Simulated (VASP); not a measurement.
# CoSi2 (Fm-3m) in VASP: further runs

The runs below take CoSi2 through single point, with PBE.

Everything below comes from runs of VASP 6.6.1. Logs are shortened: lines on timing, memory, paths and dates and some standing lists are left out, and cuts for length are marked.

### Step 1. The cell of the first run

Symmetry: Fm-3m, No. 225, cubic system. The conventional cell has a = 5.365 Å, b = 5.365 Å, c = 5.365 Å, α = 90.00°, β = 90.00°, γ = 90.00°. Within 3.1 Å of Co (site symmetry m-3m) lie 8 Si at 2.32 Å. Si (site symmetry -43m) has 4 Co at 2.32 Å and 6 Si at 2.68 Å within 3.1 Å.

### Step 2. Single point, PBE, collinear spin, ferromagnetic start

Contents of INCAR:

```
ALGO     = Normal         # electronic algorithm
EDIFF    = 1E-6           # SCF threshold, eV
ENCUT    = 520            # plane-wave cutoff, eV
GGA      = PE             # functional
ISIF     = 2              # what is computed and relaxed
ISMEAR   = 0              # smearing method
ISPIN    = 2              # spin polarisation
LASPH    = True           # aspherical terms in the spheres
LCHARG   = True           # write CHGCAR
LELF     = True           # ELF
LMAXMIX  = 4              # l up to which the mixer works
LORBIT   = 11             # projections on sites
LREAL    = False          # projectors in reciprocal space
LVHAR    = True         
LWAVE    = False          # write WAVECAR
MAGMOM   = 3 0 0          # initial moments
NBANDS   = 20             # bands
NELM     = 150            # most SCF steps
PREC     = Accurate       # precision mode
SIGMA    = 0.1            # smearing width, eV
```

Contents of KPOINTS:

```
k-points
0
Gamma
  6 6 6
```

Contents of POSCAR:

```
CoSi2
1.0
    0.0000000000      2.6825000000      2.6825000000
    2.6825000000      0.0000000000      2.6825000000
    2.6825000000      2.6825000000      0.0000000000
Co Si
1 2
Direct
    0.0000000000      0.0000000000      0.0000000000
    0.2500000000      0.2500000000      0.2500000000
    0.7500000000      0.7500000000      0.7500000000
```

Potentials or basis: VASP PAW PBE potentials, release 64 (Co, Si).

On the command line:

```console
$ cat potpaw_PBE.64/Co/POTCAR potpaw_PBE.64/Si/POTCAR > POTCAR
$ mpirun -np 1 vasp_std > vasp.out
```

OUTCAR:

```text
EDIFF = 1E-6
   ENCUT = 520
   GGA = PE
   ISIF = 2
   ISMEAR = 0
   ISPIN = 2
   LASPH = True
   LORBIT = 11
   LREAL = False
   NELM = 150
   PREC = Accurate

 ion  position               nearest neighbor table
   1  0.000  0.000  0.000-   3 2.32   3 2.32   3 2.32   2 2.32   3 2.32   2 2.32   2 2.32   2 2.32

   2  0.250  0.250  0.250-   1 2.32   1 2.32   1 2.32   1 2.32   3 2.68   3 2.68   3 2.68   3 2.68
                             3 2.68   3 2.68
   3  0.750  0.750  0.750-   1 2.32   1 2.32   1 2.32   1 2.32   2 2.68   2 2.68   2 2.68   2 2.68
                             2 2.68   2 2.68

  LATTYP: Found a face centered cubic cell.
 ALAT       =     5.3650000000

  Lattice vectors:

 A1 = (   0.0000000000,   2.6825000000,   2.6825000000)
 A2 = (   2.6825000000,   0.0000000000,   2.6825000000)
 A3 = (   2.6825000000,   2.6825000000,   0.0000000000)

Analysis of symmetry for initial positions (statically):
=====================================================================
 Subroutine PRICEL returns:
 Original cell was already a primitive cell.

 Routine SETGRP: Setting up the symmetry group for a
 face centered cubic supercell.

 Subroutine GETGRP returns: Found 48 space group operations
 (whereof 48 operations were pure point group operations)
 out of a pool of 48 trial point group operations.

The static configuration has the point symmetry O_h .

Analysis of symmetry for dynamics (positions and initial velocities):
=====================================================================
 Subroutine PRICEL returns:
 Original cell was already a primitive cell.

 Routine SETGRP: Setting up the symmetry group for a
 face centered cubic supercell.

 Subroutine GETGRP returns: Found 48 space group operations
 (whereof 48 operations were pure point group operations)
 out of a pool of 48 trial point group operations.

The dynamic configuration has the point symmetry O_h .

Analysis of structural, dynamic, and magnetic symmetry:
=====================================================================
 Subroutine PRICEL returns:
 Original cell was already a primitive cell.

 Routine SETGRP: Setting up the symmetry group for a
 face centered cubic supercell.

 Subroutine GETGRP returns: Found 48 space group operations
 (whereof 48 operations were pure point group operations)
 out of a pool of 48 trial point group operations.

The overall configuration has the point symmetry O_h .

 Subroutine INISYM returns: Found 48 space group operations
 (whereof 48 operations are pure point group operations),
 and found     1 'primitive' translations

----------------------------------------------------------------------------------------

                                     Primitive cell

  volume of cell :      38.6055

  direct lattice vectors                    reciprocal lattice vectors
     0.000000000  2.682500000  2.682500000    -0.186393290  0.186393290  0.186393290
     2.682500000  0.000000000  2.682500000     0.186393290 -0.186393290  0.186393290
     2.682500000  2.682500000  0.000000000     0.186393290  0.186393290 -0.186393290

  length of vectors
     3.793627881  3.793627881  3.793627881     0.322842648  0.322842648  0.322842648

  position of ions in fractional coordinates (direct lattice)
     0.000000000  0.000000000  0.000000000
     0.250000000  0.250000000  0.250000000
     0.750000000  0.750000000  0.750000000

  ion indices of the primitive-cell ions
   primitive index   ion index
                 1           1
                 2           2
                 3           3

----------------------------------------------------------------------------------------

 KPOINTS: k-points

Automatic generation of k-mesh.
 Grid dimensions read from file:
 generate k-points for:    6    6    6

 Generating k-lattice:

  Cartesian coordinates                     Fractional coordinates (reciprocal lattice)
    -0.031065548  0.031065548  0.031065548     0.166666667  0.000000000  0.000000000
     0.031065548 -0.031065548  0.031065548     0.000000000  0.166666667  0.000000000
     0.031065548  0.031065548 -0.031065548     0.000000000  0.000000000  0.166666667

  Length of vectors
     0.053807108  0.053807108  0.053807108

  Shift w.r.t. Gamma in fractional coordinates (k-lattice)
     0.000000000  0.000000000  0.000000000

 Subroutine IBZKPT returns following result:
 ===========================================

 Found     16 irreducible k-points:

 Following reciprocal coordinates:
            Coordinates               Weight
  0.000000  0.000000  0.000000      1.000000
  0.166667  0.000000  0.000000      8.000000
  0.333333  0.000000  0.000000      8.000000
  0.500000  0.000000  0.000000      4.000000
  0.166667  0.166667  0.000000      6.000000
  0.333333  0.166667  0.000000     24.000000
[... 8 lines left out ...]
 -0.333333  0.333333  0.166667     24.000000
 -0.333333  0.500000  0.166667     12.000000
   k-points           NKPTS =     16   k-points in BZ     NKDIM =     16   number of bands    NBANDS=     20
   number of dos      NEDOS =    301   number of ions     NIONS =      3
   total plane-waves  NPLWV =  21952
   dimension x,y,z NGX =    28 NGY =   28 NGZ =   28
   dimension x,y,z NGXF=    56 NGYF=   56 NGZF=   56
   ions per type =               1   2
   NGX,Y,Z   is equivalent  to a cutoff of  12.27, 12.27, 12.27 a.u.
   NGXF,Y,Z  is equivalent  to a cutoff of  24.54, 24.54, 24.54 a.u.
 SYSTEM =  unknown system
   PREC   = accura    normal or accurate (medium, high low for compatibility)
   ISTART =      0    job   : 0-new  1-cont  2-samecut
   ICHARG =      2    charge: 1-file 2-atom 10-const
   ISPIN  =      2    spin polarized calculation?
   LNONCOLLINEAR =      F non collinear calculations
   LSORBIT =      F    spin-orbit coupling
   LASPH  =      T    aspherical Exc in radial PAW
   ENCUT  =  520.0 eV  38.22 Ry    6.18 a.u.   7.05  7.05  7.05*2*pi/ulx,y,z
   NELM   =    150;   NELMIN=  2; NELMDL= -5     # of ELM steps
   EDIFF  = 0.1E-05   stopping-criterion for ELM
   LREAL  =      F    real-space projection
   EDIFFG = 0.1E-04   stopping-criterion for IOM
   NSW    =      0    number of steps for IOM
   IBRION =     -1    ionic relax: 0-MD 1-quasi-New 2-CG
   NFREE  =      0    steps in history (QN), initial steepest desc. (CG)
   ISIF   =      2    stress and relaxation
   ISYM   =      2    0-nonsym 1-usesym 2-fastsym
   POTIM  = 0.5000    time-step for ionic-motion
   TEBEG  =    0.0;   TEEND  =   0.0 temperature during run
   PSTRESS=    0.0 pullay stress
   NELECT =      17.0000    total number of electrons
   NUPDOWN=      -1.0000    fix difference up-down
   EMIN   =  10.00;   EMAX   =-10.00  energy-range for DOS
   EFERMI =   0.00;   METHOD = LEGACY
   ISMEAR =     0;   SIGMA  =   0.10  broadening in eV -4-tet -1-fermi 0-gaus
   EFERMI_NEDOS =   21; number of points for ismear=-14 and -15
   IALGO  =     38    algorithm
   IMIX   =      4    mixing-type and parameters
     AMIX     =   0.40;   BMIX     =  1.00
     AMIX_MAG =   1.60;   BMIX_MAG =  1.00
  volume/ion in A,a.u.               =      12.87        86.84
  Fermi-wavevector in a.u.,A,eV,Ry     =   1.245493  2.353641 21.106087  1.551254
  Thomas-Fermi vector in A             =   2.379713
   LORBIT       =     11    0 simple, 1 ext, 2 COOP (PROOUT), +10 PAW based schemes
   GGA     = PE    functional components
   LHFCALC =     F    Hartree Fock is set to
   AEXX    =    0.0000 exact exchange contribution
   IVDW    =     0    specifies the selected vdW correction
   LEPSILON=     F    determine dielectric tensor
   LRPA    =     F    only Hartree local field effects (RPA)
 spin polarized calculation
 Gauss-broadening in eV      SIGMA  =   0.10
  energy-cutoff  :      520.00
  volume of cell :       38.61
 maximum number of plane-waves:      1056
   NGX = 15   NGY = 15   NGZ = 15

 number of electron      16.9999994 magnetization       0.0005575

 number of electron      16.9999994 magnetization      -0.0007579

 Free energy of the ion-electron system (eV)
  ---------------------------------------------------
  ext. energy  EPLUGINS =         0.00000000
  ---------------------------------------------------
  free energy    TOTEN  =       -19.28986602 eV

  energy without entropy =      -19.28106402  energy(sigma->0) =      -19.28546502

 E-fermi :  10.1530     XC(G=0): -11.7234

 val. band max:        9.7931376607   @ k =  -0.1667   0.1667   0.0000
 cond. band min:      10.1664139507   @ k =  -0.3333   0.1667   0.0000
 fundamental gap:      0.3732762900
 Fermi energy:        10.1530426001

 spin component 1

 k-point     1 :       0.0000    0.0000    0.0000
  band No.  band energies     occupation
      1      -3.0610      1.00000
      2       5.9726      1.00000
      3       5.9726      1.00000
      4       5.9726      1.00000
      5       8.1391      1.00000
      6       8.1391      1.00000
[... 12 lines left out ...]
     19      20.5509      0.00000
     20      24.8762      0.00000

 k-point     2 :       0.1667    0.0000    0.0000
  band No.  band energies     occupation
      1      -2.6427      1.00000
      2       5.0056      1.00000
      3       6.1134      1.00000
      4       6.1134      1.00000
      5       8.0380      1.00000
      6       8.0380      1.00000
[... 12 lines left out ...]
     19      22.3322      0.00000
     20      26.1089      0.00000
[... 280 lines left out ...]
      2       1.5160      1.00000
      3       4.8110      1.00000
      4       5.0229      1.00000
      5       7.3267      1.00000
      6       7.8662      1.00000
[... 12 lines left out ...]
     19      24.2751      0.00000
     20      26.7475      0.00000

 k-point    16 :      -0.3333    0.5000    0.1667
  band No.  band energies     occupation
      1       1.4169      1.00000
      2       2.5860      1.00000
      3       3.3924      1.00000
      4       4.8855      1.00000
      5       7.3084      1.00000
      6       7.9730      1.00000
[... 12 lines left out ...]
     19      24.7776      0.00000
     20      26.9151      0.00000
 Fermi energy:        10.1530426001

 spin component 2

 k-point     1 :       0.0000    0.0000    0.0000
  band No.  band energies     occupation
      1      -3.0610      1.00000
      2       5.9725      1.00000
      3       5.9725      1.00000
      4       5.9725      1.00000
      5       8.1388      1.00000
      6       8.1388      1.00000
[... 12 lines left out ...]
     19      20.5509      0.00000
     20      24.8762      0.00000

 k-point     2 :       0.1667    0.0000    0.0000
  band No.  band energies     occupation
      1      -2.6428      1.00000
      2       5.0055      1.00000
      3       6.1133      1.00000
      4       6.1133      1.00000
      5       8.0377      1.00000
      6       8.0377      1.00000
[... 12 lines left out ...]
     19      22.3322      0.00000
     20      26.1088      0.00000
[... 281 lines left out ...]
      3       4.8110      1.00000
      4       5.0228      1.00000
      5       7.3266      1.00000
      6       7.8661      1.00000
[... 12 lines left out ...]
     19      24.2750      0.00000
     20      26.7474      0.00000

 k-point    16 :      -0.3333    0.5000    0.1667
  band No.  band energies     occupation
      1       1.4169      1.00000
      2       2.5859      1.00000
      3       3.3923      1.00000
      4       4.8855      1.00000
      5       7.3083      1.00000
      6       7.9728      1.00000
[... 12 lines left out ...]
     19      24.7776      0.00000
     20      26.9150      0.00000

------------------------ aborting loop because EDIFF is reached ----------------------------------------

  FORCE on cell =-STRESS in cart. coord.  units (eV):
  Direction    XX          YY          ZZ          XY          YZ          ZX
  --------------------------------------------------------------------------------------
  -------------------------------------------------------------------------------------
  Total       -0.1425993     -0.1425993     -0.1425993      0.0000000      0.0000000     -0.0000000
  in kB       -5.9180518     -5.9180518     -5.9180518      0.0000000      0.0000000     -0.0000000
  external PRESSURE =      -5.9180518 kB  Pullay stress =       0.0000000 kB

 VOLUME and BASIS-vectors are now :
 -----------------------------------------------------------------------------
  energy-cutoff  :      520.00
  volume of cell :       38.61
      direct lattice vectors                 reciprocal lattice vectors
     0.000000000  2.682500000  2.682500000    -0.186393290  0.186393290  0.186393290
     2.682500000  0.000000000  2.682500000     0.186393290 -0.186393290  0.186393290
     2.682500000  2.682500000  0.000000000     0.186393290  0.186393290 -0.186393290

 POSITION                                       TOTAL-FORCE (eV/Angst)
 -----------------------------------------------------------------------------------
      0.00000      0.00000      0.00000         0.000000      0.000000      0.000000
      1.34125      1.34125      1.34125        -0.000000      0.000000      0.000000
      4.02375      4.02375      4.02375         0.000000     -0.000000     -0.000000
 -----------------------------------------------------------------------------------
    total drift:                               -0.000000     -0.000000      0.000000

  FREE ENERGIE OF THE ION-ELECTRON SYSTEM (eV)
  ---------------------------------------------------
  free  energy   TOTEN  =       -19.2898660151 eV

  energy  without entropy=      -19.2810640215  energy(sigma->0) =      -19.28546502

 total charge

# of ion       s       p       d       tot
------------------------------------------
    1        0.536   0.713   7.592   8.841
    2        0.718   0.870   0.000   1.587
    3        0.718   0.870   0.000   1.587
--------------------------------------------------
tot          1.971   2.453   7.592  12.016

 magnetization (x)

# of ion       s       p       d       tot
------------------------------------------
    1       -0.000  -0.000  -0.000  -0.000
    2       -0.000  -0.000   0.000  -0.000
    3       -0.000  -0.000   0.000  -0.000
--------------------------------------------------
tot         -0.000  -0.000  -0.000  -0.000
```

Run time: 18 s. Hardware: 1 thread of Intel Xeon 6975P-C (Granite Rapids), shared host; peak memory 0.17 GiB.

What came out:

```yaml
Free_energy: -19.2899 eV
Pressure: -0.6 GPa
Net_moment: 0.00 μB per cell
Valence_electrons_inside_the_program's_atomic_spheres: Co 8.84; Si 1.59
```

Caveat: the starting moments collapsed, and a magnetic state may lie lower.

### Step 3. Single point, PBE

This run uses another cell than the first one, of 12.83 Å³/atom, 0.997 times its volume.

Contents of INCAR:

```
SYSTEM = CoSi2
ALGO = Normal
EDIFF = 1E-6
ENCUT = 520
GGA = PE
ISIF = 2
ISMEAR = 0
LASPH = .TRUE.
LCHARG = .FALSE.
LREAL = .FALSE.
LWAVE = .FALSE.
NBANDS = 16
NELM = 100
PREC = Accurate
SIGMA = 0.15
```

Contents of KPOINTS:

```
k-points
0
G
  12 12 12
  0 0 0
```

Contents of POSCAR:

```
CoSi2
1.0
    0.0000000000      2.6799390576      2.6799390576
    2.6799390576      0.0000000000      2.6799390576
    2.6799390576      2.6799390576      0.0000000000
Co Si
1 2
Direct
    0.0000000000      0.0000000000      0.0000000000
    0.2500000000      0.2500000000      0.2500000000
    0.7500000000      0.7500000000      0.7500000000
```

Potentials or basis: VASP PAW PBE potentials, release 64 (Co, Si).

On the command line:

```console
$ cat potpaw_PBE.64/Co/POTCAR potpaw_PBE.64/Si/POTCAR > POTCAR
$ mpirun -np 1 vasp_std > vasp.out
```

Wall time 40 s (1 thread of AMD EPYC 7R43 (Zen 3), shared host); peak memory 0.15 GiB.

The run converged. Its results:

```
Free energy : -19.3008 eV
Pressure    : -0.2 GPa
```

Levels at points of the mesh, in eV from the Fermi level:
```csv
k point,band 5,band 6,band 7,band 8,band 9,band 10,band 11,band 12,band 13,band 14
"(0.00, 0.00, 0.00)",-1.88,-1.88,0.76,3.42,3.42,3.42,3.47,3.47,3.47,5.68
"(0.50, 0.00, 0.00)",-2.15,-1.60,-1.60,-0.45,-0.45,2.71,3.42,3.42,4.35,10.38
"(0.50, 0.50, 0.00)",-3.63,-1.93,-1.93,-1.88,-1.31,1.58,2.95,8.57,9.58,9.58
```

Spin polarisation is off, so any magnetic state and its effect on volume and gap are missing.
